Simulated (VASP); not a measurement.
# Bi2Se3 (R-3c) in VASP: a series of runs

Bi2Se3 is run at these levels: PBE; tasks: single point, relaxation of cell and atoms.

Program: VASP 6.6.1. These are calculated values, not measurements. Logs are shortened: lines on timing, memory, paths and dates and some standing lists are left out, and cuts for length are marked.

## Step 1: The cell of the first run

It takes space group R-3c (No. 167, trigonal). The conventional cell has a = 7.468 Å, b = 7.468 Å, c = 19.759 Å, α = 90.00°, β = 90.00°, γ = 120.00°. Within 3.9 Å of Bi (site symmetry 3) lie 6 Se at 2.95 to 2.97 Å. Se (site symmetry 2) has 4 Bi at 2.95 to 2.97 Å and 2 Se at 3.83 Å within 3.9 Å.

## Step 2: Single point, PBE

The input, INCAR:

```
SYSTEM = Bi2Se3
PREC = Accurate ; ENCUT = 520
EDIFF = 1E-6 ; ISMEAR = 0
SIGMA = 0.15 ; LREAL = .FALSE.
LASPH = .TRUE. ; NELM = 60
ALGO = Normal ; ISIF = 2
LWAVE = .FALSE. ; LCHARG = .FALSE.
GGA = PE ; NBANDS = 59
```

The input, KPOINTS:

```
regular mesh
0
G
  2 2 2
  0 0 0
```

The input, POSCAR:

```
Bi2Se3
1.0
    3.7341258410      2.1558985578      6.5862988718
   -3.7341258410      2.1558985578      6.5862988718
    0.0000000000     -4.3117971206      6.5862988702
Bi Se
4 6
Direct
    0.3501942137      0.3501942137      0.3501942137
    0.1498057863      0.1498057863      0.1498057863
    0.6498057863      0.6498057863      0.6498057863
    0.8501942137      0.8501942137      0.8501942137
    0.9538189345      0.2500000000      0.5461810655
    0.5461810655      0.9538189345      0.2500000000
    0.7500000000      0.4538189345      0.0461810655
    0.4538189345      0.0461810655      0.7500000000
    0.0461810655      0.7500000000      0.4538189345
    0.2500000000      0.5461810655      0.9538189345
```

Potentials or basis: VASP PAW PBE potentials, release 64 (Bi_d, Se).

Run with:

```sh
> cat potpaw_PBE.64/Bi_d/POTCAR potpaw_PBE.64/Se/POTCAR > POTCAR
> mpirun -np 1 vasp_std > vasp.out
```

OUTCAR:

```text
SYSTEM = Bi2Se3
   PREC = Accurate
   ENCUT = 520
   EDIFF = 1E-6
   ISMEAR = 0
   LREAL = .FALSE.
   LASPH = .TRUE.
   NELM = 60
   ISIF = 2
   GGA = PE

 ion  position               nearest neighbor table
   1  0.350  0.350  0.350-   7 2.95   8 2.95   9 2.95   5 2.97  10 2.97   6 2.97
   2  0.150  0.150  0.150-   9 2.95   8 2.95   7 2.95  10 2.97   5 2.97   6 2.97
   3  0.650  0.650  0.650-  10 2.95   6 2.95   5 2.95   9 2.97   7 2.97   8 2.97
   4  0.850  0.850  0.850-   5 2.95   6 2.95  10 2.95   7 2.97   9 2.97   8 2.97
   5  0.954  0.250  0.546-   4 2.95   3 2.95   1 2.97   2 2.97
   6  0.546  0.954  0.250-   3 2.95   4 2.95   1 2.97   2 2.97
   7  0.750  0.454  0.046-   1 2.95   2 2.95   4 2.97   3 2.97
   8  0.454  0.046  0.750-   1 2.95   2 2.95   3 2.97   4 2.97
   9  0.046  0.750  0.454-   2 2.95   1 2.95   3 2.97   4 2.97
  10  0.250  0.546  0.954-   3 2.95   4 2.95   2 2.97   1 2.97

  LATTYP: Found a trigonal (rhomboedric) cell.
 ALAT       =     7.8721615340
 COS(alpha) =     0.5499923457

  Lattice vectors:

 A1 = (   3.7341258410,   2.1558985578,   6.5862988718)
 A2 = (  -3.7341258410,   2.1558985578,   6.5862988718)
 A3 = (   0.0000000000,  -4.3117971206,   6.5862988702)

Analysis of symmetry for initial positions (statically):
=====================================================================
 Subroutine PRICEL returns:
 Original cell was already a primitive cell.

 Routine SETGRP: Setting up the symmetry group for a
 trigonal (rhombohedral) supercell.

 Subroutine GETGRP returns: Found 12 space group operations
 (whereof  6 operations were pure point group operations)
 out of a pool of 12 trial point group operations.

The static configuration has the point symmetry S_6 .
 The point group associated with its full space group is D_3d.

Analysis of symmetry for dynamics (positions and initial velocities):
=====================================================================
 Subroutine PRICEL returns:
 Original cell was already a primitive cell.

 Routine SETGRP: Setting up the symmetry group for a
 trigonal (rhombohedral) supercell.

 Subroutine GETGRP returns: Found 12 space group operations
 (whereof  6 operations were pure point group operations)
 out of a pool of 12 trial point group operations.

The dynamic configuration has the point symmetry S_6 .
 The point group associated with its full space group is D_3d.

 Subroutine INISYM returns: Found 12 space group operations
 (whereof  6 operations are pure point group operations),
 and found     1 'primitive' translations

----------------------------------------------------------------------------------------

                                     Primitive cell

  volume of cell :     318.1339

  direct lattice vectors                    reciprocal lattice vectors
     3.734125841  2.155898558  6.586298872     0.133900147  0.077307286  0.050610114
    -3.734125841  2.155898558  6.586298872    -0.133900147  0.077307286  0.050610114
     0.000000000 -4.311797121  6.586298870     0.000000000 -0.154614572  0.050610113

  length of vectors
     7.872161534  7.872161534  7.872161534     0.162686968  0.162686968  0.162686968

  position of ions in fractional coordinates (direct lattice)
     0.350194214  0.350194214  0.350194214
     0.149805786  0.149805786  0.149805786
     0.649805786  0.649805786  0.649805786
     0.850194214  0.850194214  0.850194214
     0.953818934  0.250000000  0.546181066
     0.546181066  0.953818934  0.250000000
     0.750000000  0.453818934  0.046181066
     0.453818934  0.046181066  0.750000000
     0.046181066  0.750000000  0.453818934
     0.250000000  0.546181066  0.953818934

  ion indices of the primitive-cell ions
   primitive index   ion index
                 1           1
                 2           2
                 3           3
                 4           4
                 5           5
                 6           6
                 7           7
                 8           8
                 9           9
                10          10

----------------------------------------------------------------------------------------

 KPOINTS: regular mesh

Automatic generation of k-mesh.
 Grid dimensions read from file:
 generate k-points for:    2    2    2

 Generating k-lattice:

  Cartesian coordinates                     Fractional coordinates (reciprocal lattice)
     0.066950074  0.038653643  0.025305057     0.500000000  0.000000000  0.000000000
    -0.066950074  0.038653643  0.025305057     0.000000000  0.500000000  0.000000000
     0.000000000 -0.077307286  0.025305057     0.000000000  0.000000000  0.500000000

  Length of vectors
     0.081343484  0.081343484  0.081343484

  Shift w.r.t. Gamma in fractional coordinates (k-lattice)
     0.000000000  0.000000000  0.000000000

 Subroutine IBZKPT returns following result:
 ===========================================

 Found      4 irreducible k-points:

 Following reciprocal coordinates:
            Coordinates               Weight
  0.000000  0.000000  0.000000      1.000000
  0.500000  0.000000  0.000000      3.000000
  0.500000  0.500000  0.000000      3.000000
  0.500000  0.500000  0.500000      1.000000
   k-points           NKPTS =      4   k-points in BZ     NKDIM =      4   number of bands    NBANDS=     59
   number of dos      NEDOS =    301   number of ions     NIONS =     10
   total plane-waves  NPLWV = 216000
   dimension x,y,z NGX =    60 NGY =   60 NGZ =   60
   dimension x,y,z NGXF=   120 NGYF=  120 NGZF=  120
   ions per type =               4   6
   NGX,Y,Z   is equivalent  to a cutoff of  12.67, 12.67, 12.67 a.u.
   NGXF,Y,Z  is equivalent  to a cutoff of  25.34, 25.34, 25.34 a.u.
 SYSTEM =  Bi2Se3
   PREC   = accura    normal or accurate (medium, high low for compatibility)
   ISTART =      0    job   : 0-new  1-cont  2-samecut
   ICHARG =      2    charge: 1-file 2-atom 10-const
   ISPIN  =      1    spin polarized calculation?
   LNONCOLLINEAR =      F non collinear calculations
   LSORBIT =      F    spin-orbit coupling
   LASPH  =      T    aspherical Exc in radial PAW
   ENCUT  =  520.0 eV  38.22 Ry    6.18 a.u.  14.64 14.64 14.64*2*pi/ulx,y,z
   NELM   =     60;   NELMIN=  2; NELMDL= -5     # of ELM steps
   EDIFF  = 0.1E-05   stopping-criterion for ELM
   LREAL  =      F    real-space projection
   EDIFFG = 0.1E-04   stopping-criterion for IOM
   NSW    =      0    number of steps for IOM
   IBRION =     -1    ionic relax: 0-MD 1-quasi-New 2-CG
   NFREE  =      0    steps in history (QN), initial steepest desc. (CG)
   ISIF   =      2    stress and relaxation
   ISYM   =      2    0-nonsym 1-usesym 2-fastsym
   POTIM  = 0.5000    time-step for ionic-motion
   TEBEG  =    0.0;   TEEND  =   0.0 temperature during run
   PSTRESS=    0.0 pullay stress
   NELECT =      96.0000    total number of electrons
   NUPDOWN=      -1.0000    fix difference up-down
   EMIN   =  10.00;   EMAX   =-10.00  energy-range for DOS
   EFERMI =   0.00;   METHOD = LEGACY
   ISMEAR =     0;   SIGMA  =   0.15  broadening in eV -4-tet -1-fermi 0-gaus
   EFERMI_NEDOS =   21; number of points for ismear=-14 and -15
   IALGO  =     38    algorithm
   IMIX   =      4    mixing-type and parameters
     AMIX     =   0.40;   BMIX     =  1.00
     AMIX_MAG =   1.60;   BMIX_MAG =  1.00
  volume/ion in A,a.u.               =      31.81       214.69
  Fermi-wavevector in a.u.,A,eV,Ry     =   1.098066  2.075045 16.405221  1.205750
  Thomas-Fermi vector in A             =   2.234437
   LORBIT       =      0    0 simple, 1 ext, 2 COOP (PROOUT), +10 PAW based schemes
   GGA     = PE    functional components
   LHFCALC =     F    Hartree Fock is set to
   AEXX    =    0.0000 exact exchange contribution
   IVDW    =     0    specifies the selected vdW correction
   LEPSILON=     F    determine dielectric tensor
   LRPA    =     F    only Hartree local field effects (RPA)
 non-spin polarized calculation
 Gauss-broadening in eV      SIGMA  =   0.15
  energy-cutoff  :      520.00
  volume of cell :      318.13
 maximum number of plane-waves:      8592
 NGX is ok and might be reduce to    60
   NGX = 29   NGY = 29   NGZ = 29

 number of electron      96.0000013 magnetization

 Free energy of the ion-electron system (eV)
  ---------------------------------------------------
  ext. energy  EPLUGINS =         0.00000000
  ---------------------------------------------------
  free energy    TOTEN  =       -39.94644908 eV

  energy without entropy =      -39.94644882  energy(sigma->0) =      -39.94644895

 E-fermi :   4.1109     XC(G=0):  -8.8461

 val. band max:        3.6027205977   @ k =   0.0000   0.0000   0.0000
 cond. band min:       4.6494919483   @ k =   0.5000   0.5000   0.0000
 fundamental gap:      1.0467713506
 Fermi energy:         4.1108998546

 k-point     1 :       0.0000    0.0000    0.0000
  band No.  band energies     occupation
      1     -19.3980      2.00000
      2     -19.3980      2.00000
      3     -19.3938      2.00000
      4     -19.3938      2.00000
      5     -19.3927      2.00000
      6     -19.3923      2.00000
[... 51 lines left out ...]
     58       7.8088      0.00000
     59       8.7527      0.00000

 k-point     2 :       0.5000    0.0000    0.0000
  band No.  band energies     occupation
      1     -19.3991      2.00000
      2     -19.3991      2.00000
      3     -19.3968      2.00000
      4     -19.3968      2.00000
      5     -19.3921      2.00000
      6     -19.3921      2.00000
[... 51 lines left out ...]
     58       7.2026      0.00000
     59       7.6390      0.00000

 k-point     3 :       0.5000    0.5000    0.0000
  band No.  band energies     occupation
      1     -19.4037      2.00000
      2     -19.3996      2.00000
      3     -19.3966      2.00000
      4     -19.3930      2.00000
      5     -19.3919      2.00000
      6     -19.3915      2.00000
[... 51 lines left out ...]
     58       7.8810      0.00000
     59       7.9210      0.00000

 k-point     4 :       0.5000    0.5000    0.5000
  band No.  band energies     occupation
      1     -19.3969      2.00000
      2     -19.3969      2.00000
      3     -19.3969      2.00000
      4     -19.3969      2.00000
      5     -19.3915      2.00000
      6     -19.3915      2.00000
[... 51 lines left out ...]
     58       7.1725      0.00000
     59       7.6131      0.00000

------------------------ aborting loop because EDIFF is reached ----------------------------------------

  FORCE on cell =-STRESS in cart. coord.  units (eV):
  Direction    XX          YY          ZZ          XY          YZ          ZX
  --------------------------------------------------------------------------------------
  -------------------------------------------------------------------------------------
  Total        0.6411417      0.6411417      0.5896762      0.0000000      0.0000000      0.0000000
  in kB        3.2289004      3.2289004      2.9697113      0.0000000      0.0000000      0.0000000
  external PRESSURE =       3.1425040 kB  Pullay stress =       0.0000000 kB

 VOLUME and BASIS-vectors are now :
 -----------------------------------------------------------------------------
  energy-cutoff  :      520.00
  volume of cell :      318.13
      direct lattice vectors                 reciprocal lattice vectors
     3.734125841  2.155898558  6.586298872     0.133900147  0.077307286  0.050610114
    -3.734125841  2.155898558  6.586298872    -0.133900147  0.077307286  0.050610114
     0.000000000 -4.311797121  6.586298870     0.000000000 -0.154614572  0.050610113

 POSITION                                       TOTAL-FORCE (eV/Angst)
 -----------------------------------------------------------------------------------
      0.00000     -0.00000      6.91945         0.000000      0.000000     -0.026399
      0.00000     -0.00000      2.96000         0.000000     -0.000000      0.026399
      0.00000     -0.00000     12.83945         0.000000     -0.000000      0.026399
      0.00000     -0.00000     16.79890         0.000000      0.000000     -0.026399
      2.62815      0.24029     11.52602         0.014637      0.025352      0.000000
     -1.52217      2.15590     11.52602        -0.029274      0.000000      0.000000
      1.10598      2.39619      8.23287        -0.014637      0.025352      0.000000
      1.52217     -2.15590      8.23287         0.029274      0.000000      0.000000
     -2.62815     -0.24029      8.23287        -0.014637     -0.025352     -0.000000
     -1.10598     -2.39619     11.52602         0.014637     -0.025352     -0.000000
 -----------------------------------------------------------------------------------
    total drift:                                0.000000      0.000000     -0.000000

  FREE ENERGIE OF THE ION-ELECTRON SYSTEM (eV)
  ---------------------------------------------------
  free  energy   TOTEN  =       -39.9464490805 eV

  energy  without entropy=      -39.9464488228  energy(sigma->0) =      -39.94644895
```

Wall time 63 s (1 thread of Intel Xeon 6975P-C (Granite Rapids), shared host); peak memory 0.5 GiB.

Results:

```
Free energy            : -39.9464 eV
Pressure               : 0.3 GPa
Largest force          : 0.029 eV/Å
Band gap on the k mesh : 1.05 eV, indirect (least direct gap 1.24 eV)
```

Forces on the atoms (eV/Å):
```
Bi   0.000  0.000 -0.026
Bi   0.000  0.000  0.026
Bi   0.000  0.000  0.026
Bi   0.000  0.000 -0.026
Se   0.015  0.025  0.000
Se  -0.029  0.000  0.000
Se  -0.015  0.025  0.000
Se   0.029  0.000  0.000
Se  -0.015 -0.025  0.000
Se   0.015 -0.025  0.000
```

Levels at points of the mesh, in eV from the valence-band top:
| k point | band 44 | band 45 | band 46 | band 47 | band 48 | band 49 | band 50 | band 51 | band 52 | band 53 |
| --- | --- | --- | --- | --- | --- | --- | --- | --- | --- | --- |
| (0.00, 0.00, 0.00) | -1.16 | -0.96 | -0.96 | -0.04 | 0.00 | 1.24 | 1.24 | 1.58 | 1.58 | 1.63 |
| (0.50, 0.00, 0.00) | -1.08 | -0.89 | -0.89 | -0.51 | -0.51 | 1.93 | 1.93 | 2.19 | 2.19 | 2.59 |
| (0.50, 0.50, 0.00) | -1.04 | -1.02 | -0.97 | -0.55 | -0.39 | 1.05 | 1.06 | 1.68 | 1.87 | 2.27 |
| (0.50, 0.50, 0.50) | -1.07 | -1.07 | -1.07 | -0.67 | -0.67 | 1.74 | 1.74 | 2.43 | 2.43 | 2.43 |

Caveat: the k points lie up to 0.51 Å⁻¹ apart; spin-orbit coupling is left out, which moves the levels of the heavy elements. A hybrid or GW would open this gap; PBE tends to underestimate it.

[end of part 1 of 2]
